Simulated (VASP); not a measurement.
# PrSi3 (Pm-3m) in VASP: single point with PBEsol

Aim: the single point of PrSi3 with PBEsol.

Everything below comes from runs of VASP 6.6.1. Logs are shortened: lines on timing, memory, paths and dates and some standing lists are left out, and cuts for length are marked.

### Step 1. The cell of the first run

The structure is cubic, space group Pm-3m (No. 221). Conventional cell: a = 4.061 Å, b = 4.061 Å, c = 4.061 Å, α = 90.00°, β = 90.00°, γ = 90.00°. Pr (site symmetry m-3m) has 12 Si at 2.87 Å within 3.8 Å. Si (site symmetry 4/mmm) has 4 Pr at 2.87 Å and 8 Si at 2.87 Å within 3.8 Å.

### Step 2. Single point, PBEsol, collinear spin, ferromagnetic start

Input file INCAR:

```
PREC     = Accurate       # precision mode
ENCUT    = 520            # plane-wave cutoff, eV
EDIFF    = 1E-6           # SCF threshold, eV
ISMEAR   = 0              # smearing method
SIGMA    = 0.05           # smearing width, eV
LREAL    = F              # projectors in reciprocal space
LASPH    = T              # aspherical terms in the spheres
NELM     = 150            # most SCF steps
ALGO     = Normal         # electronic algorithm
ISIF     = 2              # what is computed and relaxed
LWAVE    = F              # write WAVECAR
LCHARG   = F              # write CHGCAR
ISPIN    = 2              # spin polarisation
MAGMOM   = 1.36 0 0 0     # initial moments
LORBIT   = 11             # projections on sites
LMAXMIX  = 6              # l up to which the mixer works
GGA      = PS             # functional
NBANDS   = 24             # bands
```

Input file KPOINTS:

```
Automatic mesh
0
Gamma
  8 8 8
```

Input file POSCAR:

```
PrSi3
1.0
    4.0610458584      0.0000000000      0.0000000000
    0.0000000000      4.0610458584      0.0000000000
    0.0000000000      0.0000000000      4.0610458584
Pr Si
1 3
Direct
    0.0000000000      0.0000000000      0.0000000000
    0.0000000000      0.5000000000      0.5000000000
    0.5000000000      0.5000000000      0.0000000000
    0.5000000000      0.0000000000      0.5000000000
```

Potentials or basis: VASP PAW PBE potentials, release 64 (Pr, Si).

Command:

```console
> cat potpaw_PBE.64/Pr/POTCAR potpaw_PBE.64/Si/POTCAR > POTCAR
> mpirun -np 1 vasp_std > vasp.out
```

OUTCAR:

```text
PREC = Accurate
   ENCUT = 520
   EDIFF = 1E-6
   ISMEAR = 0
   LREAL = F
   LASPH = T
   NELM = 150
   ISIF = 2
   ISPIN = 2
   LORBIT = 11
   GGA = PS

 ion  position               nearest neighbor table
   1  0.000  0.000  0.000-   2 2.87   3 2.87   4 2.87   2 2.87   4 2.87   2 2.87   3 2.87   2 2.87
                             3 2.87   4 2.87   4 2.87   3 2.87
   2  0.000  0.500  0.500-   1 2.87   3 2.87   4 2.87   1 2.87   3 2.87   1 2.87   4 2.87   1 2.87
                             3 2.87   4 2.87   3 2.87   4 2.87
   3  0.500  0.500  0.000-   1 2.87   2 2.87   4 2.87   2 2.87   4 2.87   1 2.87   4 2.87   4 2.87
                             1 2.87   2 2.87   2 2.87   1 2.87
   4  0.500  0.000  0.500-   1 2.87   2 2.87   3 2.87   1 2.87   3 2.87   2 2.87   3 2.87   3 2.87
                             1 2.87   2 2.87   1 2.87   2 2.87

  LATTYP: Found a simple cubic cell.
 ALAT       =     4.0610458584

  Lattice vectors:

 A1 = (   4.0610458584,   0.0000000000,   0.0000000000)
 A2 = (   0.0000000000,   4.0610458584,   0.0000000000)
 A3 = (   0.0000000000,   0.0000000000,   4.0610458584)

Analysis of symmetry for initial positions (statically):
=====================================================================
 Subroutine PRICEL returns:
 Original cell was already a primitive cell.

 Routine SETGRP: Setting up the symmetry group for a
 simple cubic supercell.

 Subroutine GETGRP returns: Found 48 space group operations
 (whereof 48 operations were pure point group operations)
 out of a pool of 48 trial point group operations.

The static configuration has the point symmetry O_h .

Analysis of symmetry for dynamics (positions and initial velocities):
=====================================================================
 Subroutine PRICEL returns:
 Original cell was already a primitive cell.

 Routine SETGRP: Setting up the symmetry group for a
 simple cubic supercell.

 Subroutine GETGRP returns: Found 48 space group operations
 (whereof 48 operations were pure point group operations)
 out of a pool of 48 trial point group operations.

The dynamic configuration has the point symmetry O_h .

Analysis of structural, dynamic, and magnetic symmetry:
=====================================================================
 Subroutine PRICEL returns:
 Original cell was already a primitive cell.

 Routine SETGRP: Setting up the symmetry group for a
 simple cubic supercell.

 Subroutine GETGRP returns: Found 48 space group operations
 (whereof 48 operations were pure point group operations)
 out of a pool of 48 trial point group operations.

The overall configuration has the point symmetry O_h .

 Subroutine INISYM returns: Found 48 space group operations
 (whereof 48 operations are pure point group operations),
 and found     1 'primitive' translations

----------------------------------------------------------------------------------------

                                     Primitive cell

  volume of cell :      66.9751

  direct lattice vectors                    reciprocal lattice vectors
     4.061045858  0.000000000  0.000000000     0.246241987  0.000000000  0.000000000
     0.000000000  4.061045858  0.000000000     0.000000000  0.246241987  0.000000000
     0.000000000  0.000000000  4.061045858     0.000000000  0.000000000  0.246241987

  length of vectors
     4.061045858  4.061045858  4.061045858     0.246241987  0.246241987  0.246241987

  position of ions in fractional coordinates (direct lattice)
     0.000000000  0.000000000  0.000000000
     0.000000000  0.500000000  0.500000000
     0.500000000  0.500000000  0.000000000
     0.500000000  0.000000000  0.500000000

  ion indices of the primitive-cell ions
   primitive index   ion index
                 1           1
                 2           2
                 3           3
                 4           4

----------------------------------------------------------------------------------------

 KPOINTS: Automatic mesh

Automatic generation of k-mesh.
 Grid dimensions read from file:
 generate k-points for:    8    8    8

 Generating k-lattice:

  Cartesian coordinates                     Fractional coordinates (reciprocal lattice)
     0.030780248  0.000000000  0.000000000     0.125000000  0.000000000  0.000000000
     0.000000000  0.030780248  0.000000000     0.000000000  0.125000000  0.000000000
     0.000000000  0.000000000  0.030780248     0.000000000  0.000000000  0.125000000

  Length of vectors
     0.030780248  0.030780248  0.030780248

  Shift w.r.t. Gamma in fractional coordinates (k-lattice)
     0.000000000  0.000000000  0.000000000

 Subroutine IBZKPT returns following result:
 ===========================================

 Found     35 irreducible k-points:

 Following reciprocal coordinates:
            Coordinates               Weight
  0.000000  0.000000  0.000000      1.000000
  0.125000  0.000000  0.000000      6.000000
  0.250000  0.000000  0.000000      6.000000
  0.375000  0.000000  0.000000      6.000000
  0.500000  0.000000  0.000000      3.000000
  0.125000  0.125000  0.000000     12.000000
[... 16 lines left out ...]
  0.375000  0.375000  0.125000     24.000000
  0.500000  0.375000  0.125000     24.000000
 [... further k-points ...]
   k-points           NKPTS =     35   k-points in BZ     NKDIM =     35   number of bands    NBANDS=     24
   number of dos      NEDOS =    301   number of ions     NIONS =      4
   total plane-waves  NPLWV =  27000
   dimension x,y,z NGX =    30 NGY =   30 NGZ =   30
   dimension x,y,z NGXF=    60 NGYF=   60 NGZF=   60
   ions per type =               1   3
   NGX,Y,Z   is equivalent  to a cutoff of  12.28, 12.28, 12.28 a.u.
   NGXF,Y,Z  is equivalent  to a cutoff of  24.56, 24.56, 24.56 a.u.
 SYSTEM =  unknown system
   PREC   = accura    normal or accurate (medium, high low for compatibility)
   ISTART =      0    job   : 0-new  1-cont  2-samecut
   ICHARG =      2    charge: 1-file 2-atom 10-const
   ISPIN  =      2    spin polarized calculation?
   LNONCOLLINEAR =      F non collinear calculations
   LSORBIT =      F    spin-orbit coupling
   LASPH  =      T    aspherical Exc in radial PAW
   ENCUT  =  520.0 eV  38.22 Ry    6.18 a.u.   7.55  7.55  7.55*2*pi/ulx,y,z
   NELM   =    150;   NELMIN=  2; NELMDL= -5     # of ELM steps
   EDIFF  = 0.1E-05   stopping-criterion for ELM
   LREAL  =      F    real-space projection
   EDIFFG = 0.1E-04   stopping-criterion for IOM
   NSW    =      0    number of steps for IOM
   IBRION =     -1    ionic relax: 0-MD 1-quasi-New 2-CG
   NFREE  =      0    steps in history (QN), initial steepest desc. (CG)
   ISIF   =      2    stress and relaxation
   ISYM   =      2    0-nonsym 1-usesym 2-fastsym
   POTIM  = 0.5000    time-step for ionic-motion
   TEBEG  =    0.0;   TEEND  =   0.0 temperature during run
   PSTRESS=    0.0 pullay stress
   NELECT =      25.0000    total number of electrons
   NUPDOWN=      -1.0000    fix difference up-down
   EMIN   =  10.00;   EMAX   =-10.00  energy-range for DOS
   EFERMI =   0.00;   METHOD = LEGACY
   ISMEAR =     0;   SIGMA  =   0.05  broadening in eV -4-tet -1-fermi 0-gaus
   EFERMI_NEDOS =   21; number of points for ismear=-14 and -15
   IALGO  =     38    algorithm
   IMIX   =      4    mixing-type and parameters
     AMIX     =   0.40;   BMIX     =  1.00
     AMIX_MAG =   1.60;   BMIX_MAG =  1.00
  volume/ion in A,a.u.               =      16.74       112.99
  Fermi-wavevector in a.u.,A,eV,Ry     =   1.178737  2.227490 18.904221  1.389421
  Thomas-Fermi vector in A             =   2.315061
   LORBIT       =     11    0 simple, 1 ext, 2 COOP (PROOUT), +10 PAW based schemes
   GGA     = PS    functional components
   LHFCALC =     F    Hartree Fock is set to
   AEXX    =    0.0000 exact exchange contribution
   IVDW    =     0    specifies the selected vdW correction
   LEPSILON=     F    determine dielectric tensor
   LRPA    =     F    only Hartree local field effects (RPA)
 spin polarized calculation
 Gauss-broadening in eV      SIGMA  =   0.05
  energy-cutoff  :      520.00
  volume of cell :       66.98
 maximum number of plane-waves:      1856
   NGX = 15   NGY = 15   NGZ = 15

 number of electron      25.0000003 magnetization       0.0027509

 number of electron      25.0000003 magnetization      -0.0041069

 Free energy of the ion-electron system (eV)
  ---------------------------------------------------
  ext. energy  EPLUGINS =         0.00000000
  ---------------------------------------------------
  free energy    TOTEN  =       -25.15533756 eV

  energy without entropy =      -25.15153220  energy(sigma->0) =      -25.15343488

 E-fermi :   9.4051     XC(G=0): -11.5016

 val. band max:        9.4016813236   @ k =   0.5000   0.5000   0.1250
 cond. band min:       9.4369680257   @ k =   0.5000   0.1250   0.1250
 fundamental gap:      0.0352867021
 Fermi energy:         9.4050852316

 spin component 1

 k-point     1 :       0.0000    0.0000    0.0000
  band No.  band energies     occupation
      1     -25.7562      1.00000
      2      -7.9425      1.00000
      3      -7.9425      1.00000
      4      -7.9425      1.00000
      5      -2.2717      1.00000
      6       4.0165      1.00000
[... 637 lines left out ...]
     23      14.3324      0.00000
     24      14.7217      0.00000

 [... further k-points ...]

 spin component 2

 k-point     1 :       0.0000    0.0000    0.0000
  band No.  band energies     occupation
      1     -25.7584      1.00000
      2      -7.9439      1.00000
      3      -7.9439      1.00000
      4      -7.9439      1.00000
      5      -2.2716      1.00000
      6       4.0166      1.00000
[... 637 lines left out ...]
     23      14.3320      0.00000
     24      14.7216      0.00000

 [... further k-points ...]
[... 5 lines left out ...]
  --------------------------------------------------------------------------------------
  -------------------------------------------------------------------------------------
  Total       -0.2679430     -0.2679430     -0.2679430      0.0000000      0.0000000      0.0000000
  in kB       -6.4097247     -6.4097247     -6.4097247      0.0000000      0.0000000      0.0000000
  external PRESSURE =      -6.4097247 kB  Pullay stress =       0.0000000 kB

 VOLUME and BASIS-vectors are now :
 -----------------------------------------------------------------------------
  energy-cutoff  :      520.00
  volume of cell :       66.98
      direct lattice vectors                 reciprocal lattice vectors
     4.061045858  0.000000000  0.000000000     0.246241987  0.000000000  0.000000000
     0.000000000  4.061045858  0.000000000     0.000000000  0.246241987  0.000000000
     0.000000000  0.000000000  4.061045858     0.000000000  0.000000000  0.246241987

 POSITION                                       TOTAL-FORCE (eV/Angst)
 -----------------------------------------------------------------------------------
      0.00000      0.00000      0.00000         0.000000      0.000000      0.000000
      0.00000      2.03052      2.03052         0.000000      0.000000      0.000000
      2.03052      2.03052      0.00000         0.000000      0.000000      0.000000
      2.03052      0.00000      2.03052         0.000000      0.000000      0.000000
 -----------------------------------------------------------------------------------
    total drift:                                0.000000     -0.000000      0.000000

  FREE ENERGIE OF THE ION-ELECTRON SYSTEM (eV)
  ---------------------------------------------------
  free  energy   TOTEN  =       -25.1553375602 eV

  energy  without entropy=      -25.1515322002  energy(sigma->0) =      -25.15343488

 total charge

# of ion       s       p       d       f       tot
--------------------------------------------------
    1        1.943   5.312   0.825   2.016  10.095
    2        0.811   0.785   0.000   0.000   1.596
    3        0.811   0.785   0.000   0.000   1.596
    4        0.811   0.785   0.000   0.000   1.596
--------------------------------------------------
tot          4.377   7.667   0.825   2.016  14.884

 magnetization (x)

# of ion       s       p       d       f       tot
--------------------------------------------------
    1        0.000   0.000   0.000  -0.004  -0.004
    2        0.000   0.000   0.000   0.000   0.000
    3        0.000   0.000   0.000   0.000   0.000
    4        0.000   0.000   0.000   0.000   0.000
--------------------------------------------------
tot          0.000   0.000   0.000  -0.004  -0.004
```

Run time: 2.5 min. Hardware: 1 thread of Intel Xeon Platinum 8488C (Sapphire Rapids), shared host; peak memory 0.25 GiB.

What came out:

```yaml
Free_energy: -25.1553 eV
Pressure: -0.6 GPa
Net_moment: 0.00 μB per cell
Valence_electrons_inside_the_program's_atomic_spheres: Pr 10.10; Si 1.60
```

Caveat: the magnetic or orbital state may not be the lowest; the PAW data sets were made with another functional, which shifts forces and pressure a little; spin-orbit coupling is left out, which moves the levels of the heavy elements; without U or exact exchange the open f shell lies at the Fermi level, which spoils levels, moments and volumes. The state reached can hang on the start; a lower one may exist.
